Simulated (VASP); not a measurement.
# As (R-3m) in VASP: a series of runs, part 2 of 2

VASP 6.6.1. Earlier steps stand in the parts before.

**4. Single point, HSE06**

This run uses another cell than the first one, of 22.39 Å³/atom.

Contents of POSCAR:

```
As
1.0
    1.9055470646      1.1001681106      3.5603049553
   -1.9055470646      1.1001681106      3.5603049553
    0.0000000000     -2.2003362214      3.5603049553
As
2
Direct
    0.2260000000      0.2260000000      0.2260000000
    0.7740000000      0.7740000000      0.7740000000
```

Contents of INCAR.step1:

```
  PREC = Accurate
  ENCUT = 520
  EDIFF = 1E-5
  ISMEAR = -1
  SIGMA = 0.05
  LREAL = F
  LASPH = T
  NELM = 60
  ALGO = Normal
  ISIF = 2
  LWAVE = T
  LCHARG = F
  NBANDS = 12
  GGA = PE
```

Contents of INCAR.step2:

```
  PREC = Accurate
  ENCUT = 520
  EDIFF = 1E-6
  ISMEAR = -1
  SIGMA = 0.05
  LREAL = F
  LASPH = T
  NELM = 60
  ALGO = Normal
  ISIF = 2
  LWAVE = F
  LCHARG = F
  GGA = PE
  LHFCALC = T
  HFSCREEN = 0.2079
  PRECFOCK = Normal
  NBANDS = 12
  ISTART = 1
```

Contents of KPOINTS:

```
Automatic mesh
0
Gamma
  6 6 6
```

Potentials or basis: VASP PAW PBE potentials, release 64 (As).

The run is started by

```console
$ cat potpaw_PBE.64/As/POTCAR > POTCAR
$ cp INCAR.step1 INCAR
$ mpirun -np 1 vasp_std > vasp.out
$ cp INCAR.step2 INCAR
$ mpirun -np 1 vasp_std > vasp.out
```

OUTCAR:

```text
PREC = Accurate
   ENCUT = 520
   EDIFF = 1E-6
   ISMEAR = -1
   LREAL = F
   LASPH = T
   NELM = 60
   ISIF = 2
   GGA = PE
   LHFCALC = T
   HFSCREEN = 0.2079
   PRECFOCK = Normal
   ISTART = 1

 ion  position               nearest neighbor table
   1  0.226  0.226  0.226-   2 2.54   2 2.54   2 2.54
   2  0.774  0.774  0.774-   1 2.54   1 2.54   1 2.54

  LATTYP: Found a trigonal (rhomboedric) cell.
 ALAT       =     4.1853614971
 COS(alpha) =     0.5854247172

  Lattice vectors:

 A1 = (   1.9055470646,   1.1001681106,   3.5603049553)
 A2 = (  -1.9055470646,   1.1001681106,   3.5603049553)
 A3 = (   0.0000000000,  -2.2003362214,   3.5603049553)

Analysis of symmetry for initial positions (statically):
=====================================================================
 Subroutine PRICEL returns:
 Original cell was already a primitive cell.

 Routine SETGRP: Setting up the symmetry group for a
 trigonal (rhombohedral) supercell.

 Subroutine GETGRP returns: Found 12 space group operations
 (whereof 12 operations were pure point group operations)
 out of a pool of 12 trial point group operations.

The static configuration has the point symmetry D_3d.

Analysis of symmetry for dynamics (positions and initial velocities):
=====================================================================
 Subroutine PRICEL returns:
 Original cell was already a primitive cell.

 Routine SETGRP: Setting up the symmetry group for a
 trigonal (rhombohedral) supercell.

 Subroutine GETGRP returns: Found 12 space group operations
 (whereof 12 operations were pure point group operations)
 out of a pool of 12 trial point group operations.

The dynamic configuration has the point symmetry D_3d.

 Subroutine INISYM returns: Found 12 space group operations
 (whereof 12 operations are pure point group operations),
 and found     1 'primitive' translations

[... 126 lines left out ...]
   AEXX    =    0.2500 exact exchange contribution
   HFSCREEN=    0.2079 screening length (either q_TF or 0.3 A-1)
   HFSCREENC=   0.2079 screening length for correlation (either q_TF or 0.3 A-1)
   ENCUTFOCK=  -1.0 apply spherical cutoff to Coloumb kernel
   IVDW    =     0    specifies the selected vdW correction
   LEPSILON=     F    determine dielectric tensor
   LRPA    =     F    only Hartree local field effects (RPA)
 non-spin polarized calculation
  energy-cutoff  :      520.00
  volume of cell :       44.78
 maximum number of plane-waves:      1220
  NGX = 24; NGY = 24; NGZ = 24

 number of electron       9.9999999 magnetization

 Free energy of the ion-electron system (eV)
  ---------------------------------------------------
  ext. energy  EPLUGINS =         0.00000000
  ---------------------------------------------------
  free energy    TOTEN  =       -11.20702975 eV

  energy without entropy =      -11.20446222  energy(sigma->0) =      -11.20574598

 E-fermi :   4.8759     XC(G=0):  -8.1629

 val. band max:        4.8560491513   @ k =   0.3333   0.1667   0.1667
 cond. band min:       5.6264558628   @ k =   0.5000   0.0000   0.0000
 fundamental gap:      0.7704067115
 Fermi energy:         4.8759328250

 k-point     1 :       0.0000    0.0000    0.0000
  band No.  band energies     occupation
      1     -11.5336      2.00000
      2      -1.6575      2.00000
      3       2.1439      2.00000
      4       2.5815      2.00000
      5       2.5815      2.00000
      6       6.8533      0.00000
      7       8.2402      0.00000
      8       8.2402      0.00000
      9      12.3716      0.00000
     10      12.3716      0.00000
     11      12.8826      0.00000
     12      14.2921      0.00000
[... 331 lines left out ...]
 k-point    24 :      -0.3333    0.5000    0.1667
  band No.  band energies     occupation
      1      -8.3673      2.00000
      2      -6.3539      2.00000
      3      -1.6592      2.00000
      4      -0.6049      2.00000
      5       2.4576      2.00000
      6       7.5306      0.00000
      7       9.2161      0.00000
      8      11.9195      0.00000
      9      12.1796      0.00000
     10      14.1177      0.00000
     11      17.2457      0.00000
     12      18.2759      0.00000

 [... further k-points ...]

------------------------ aborting loop because EDIFF is reached ----------------------------------------

  FORCE on cell =-STRESS in cart. coord.  units (eV):
  Direction    XX          YY          ZZ          XY          YZ          ZX
  --------------------------------------------------------------------------------------
  -------------------------------------------------------------------------------------
  Total       -0.8095726     -0.8095726     -0.4413334     -0.0000000      0.0000000     -0.0000000
  in kB      -28.9633762    -28.9633762    -15.7892038     -0.0000000      0.0000000     -0.0000000
  external PRESSURE =     -24.5719854 kB  Pullay stress =       0.0000000 kB

 VOLUME and BASIS-vectors are now :
 -----------------------------------------------------------------------------
  energy-cutoff  :      520.00
  volume of cell :       44.78
      direct lattice vectors                 reciprocal lattice vectors
     1.905547065  1.100168111  3.560304955     0.262391840  0.151491999  0.093624939
    -1.905547065  1.100168111  3.560304955    -0.262391840  0.151491999  0.093624939
     0.000000000 -2.200336221  3.560304955     0.000000000 -0.302983999  0.093624939

 POSITION                                       TOTAL-FORCE (eV/Angst)
 -----------------------------------------------------------------------------------
      0.00000     -0.00000      2.41389         0.000000      0.000000     -0.205566
      0.00000     -0.00000      8.26703         0.000000     -0.000000      0.205566
 -----------------------------------------------------------------------------------
    total drift:                                0.000000     -0.000000      0.000000

  FREE ENERGIE OF THE ION-ELECTRON SYSTEM (eV)
  ---------------------------------------------------
  free  energy   TOTEN  =       -11.2070297501 eV

  energy  without entropy=      -11.2044622175  energy(sigma->0) =      -11.20574598
```

OSZICAR.step1:

```text
N       E                     dE             d eps       ncg     rms          rms(c)
DAV:   1     0.266281622894E+02    0.26628E+02   -0.41253E+03   768   0.687E+02
DAV:   2    -0.789566154555E+01   -0.34524E+02   -0.32976E+02  1040   0.107E+02
DAV:   3    -0.938580464110E+01   -0.14901E+01   -0.14859E+01   956   0.230E+01
DAV:   4    -0.939270056052E+01   -0.68959E-02   -0.68954E-02   892   0.181E+00
DAV:   5    -0.939271945439E+01   -0.18894E-04   -0.18894E-04   936   0.998E-02    0.318E+00
DAV:   6    -0.938442724568E+01    0.82922E-02   -0.42774E-03   896   0.418E-01    0.191E+00
DAV:   7    -0.937988511725E+01    0.45421E-02   -0.10102E-02   904   0.653E-01    0.880E-02
DAV:   8    -0.938002172476E+01   -0.13661E-03   -0.28697E-04   948   0.101E-01    0.285E-02
DAV:   9    -0.938006531814E+01   -0.43593E-04   -0.53204E-05   908   0.470E-02    0.102E-02
DAV:  10    -0.938006487703E+01    0.44111E-06   -0.33519E-06   560   0.104E-02
   1 F= -.93800649E+01 E0= -.93790581E+01  d E =-.201361E-02
```

It took 17 min on 1 thread of Intel Xeon 6975P-C (Granite Rapids), shared host; peak memory 0.3 GiB.

What came out:

```
Free energy            : -11.2070 eV
Pressure               : -2.5 GPa
Largest force          : 0.206 eV/Å
Band gap on the k mesh : zero (bands 5 and 6 overlap by 0.05 eV)
```

Forces in eV/Å, atoms in the order of the input:
```
As   0.000  0.000 -0.206
As   0.000  0.000  0.206
```

Stress tensor (GPa, compression positive):
```
-2.90  0.00  0.00
 0.00 -2.90  0.00
 0.00  0.00 -1.58
```

Caveat: the PAW data sets were made with another functional, which shifts forces and pressure a little.

**5. Single point, HSE06**

This run uses another cell than the first one, of 21.53 Å³/atom.

Contents of POSCAR:

```
As
1.0
    1.8807968987      1.0858785957      3.5140619945
   -1.8807968987      1.0858785957      3.5140619945
    0.0000000000     -2.1717571915      3.5140619945
As
2
Direct
    0.2260000000      0.2260000000      0.2260000000
    0.7740000000      0.7740000000      0.7740000000
```

Contents of INCAR.step1:

```
  ALGO = Normal
  EDIFF = 1E-5
  ENCUT = 450
  GGA = PE
  ISIF = 2
  ISMEAR = 0
  LASPH = True
  LCHARG = False
  LREAL = False
  LWAVE = True
  NELM = 100
  PREC = Accurate
  SIGMA = 0.02
```

Contents of INCAR.step2:

```
  ALGO = Normal
  EDIFF = 1E-7
  ENCUT = 450
  GGA = PE
  HFSCREEN = 0.2
  ISIF = 2
  ISMEAR = 0
  ISTART = 1
  LASPH = True
  LCHARG = False
  LHFCALC = True
  LREAL = False
  LWAVE = False
  NELM = 100
  PREC = Accurate
  PRECFOCK = Fast
  SIGMA = 0.02
```

Contents of KPOINTS:

```
k-points
0
Gamma
  4 4 4
```

The run is started by

```console
$ cat potpaw_PBE.64/As/POTCAR > POTCAR
$ cp INCAR.step1 INCAR
$ mpirun -np 1 vasp_std > vasp.out
$ cp INCAR.step2 INCAR
$ mpirun -np 1 vasp_std > vasp.out
```

Wall time 72 s (1 thread of AMD EPYC 9R45 (Zen 5), shared host); peak memory 0.23 GiB.

It converged, with:

- Free energy: -11.2981 eV
- Pressure: 0.6 GPa
- Largest force: 0.183 eV/Å

Forces on the atoms (eV/Å):
```
As   0.000  0.000 -0.183
As   0.000  0.000  0.183
```

Stress tensor (GPa, compression positive):
```
 1.41  0.00  0.00
 0.00  1.41  0.00
 0.00  0.00 -0.88
```

Levels at points of the mesh, in eV from the Fermi level:
```tsv
k point	band 3	band 4	band 5	band 6	band 7	band 8
(0.00, 0.00, 0.00)	-2.58	-2.10	-2.10	2.31	3.75	3.75
(0.50, 0.00, 0.00)	-3.03	-2.95	-0.21	0.26	0.98	2.09
(0.50, 0.50, 0.00)	-6.42	-4.50	-4.42	2.06	6.58	8.03
(0.50, 0.50, 0.50)	-1.84	-1.84	-0.13	1.38	1.38	2.36
```

Caveat: the k points lie up to 0.50 Å⁻¹ apart; the PAW data sets were made with another functional, which shifts forces and pressure a little.

**6. Overview**

```tsv
level	potentials or basis	cell	k mesh	cutoff (eV)	smearing	dipole correction	grid for exact exchange (PRECFOCK)	share of exact exchange	screening parameter	gap on the mesh (eV)	pressure (GPa)	largest force (eV/Å)
PBE0	VASP PAW PBE potentials, release 64 (As_d)	a = 4.075 Å, angles 54.2°, 2 atoms, atomic positions A	4 × 4 × 4	400	fermi-dirac 0.05 eV	no	Normal	0.25	-	0.92	4.6	0.09
RPBE	VASP PAW PBE potentials, release 64 (As_d)	a = 7.227 Å, angles 29.2°, 2 atoms, atomic positions B	9 × 9 × 9	510	fermi-dirac 0.05 eV	no	-	-	-	1.67	0.1	0.02
HSE06	VASP PAW PBE potentials, release 64 (As)	a = 4.185 Å, angles 54.2°, 2 atoms, atomic positions A	6 × 6 × 6	520	fermi-dirac 0.05 eV	no	Normal	0.25	0.2079 1/Å	none	-2.5	0.21
HSE06	VASP PAW PBE potentials, release 64 (As)	a = 4.131 Å, angles 54.2°, 2 atoms, atomic positions A	4 × 4 × 4	450	gaussian 0.02 eV	-	Fast	0.25	0.2 1/Å	-	0.6	0.18
```

Alike in all rows: task single point; no spin polarisation.

Caveats: some runs use coarse meshes; the PAW data sets were made with another functional, which shifts forces and pressure a little.

Absolute energies hang on the potentials; compare differences alone.

The gap in the log of VASP goes by the Fermi energy; the results here count the filled bands.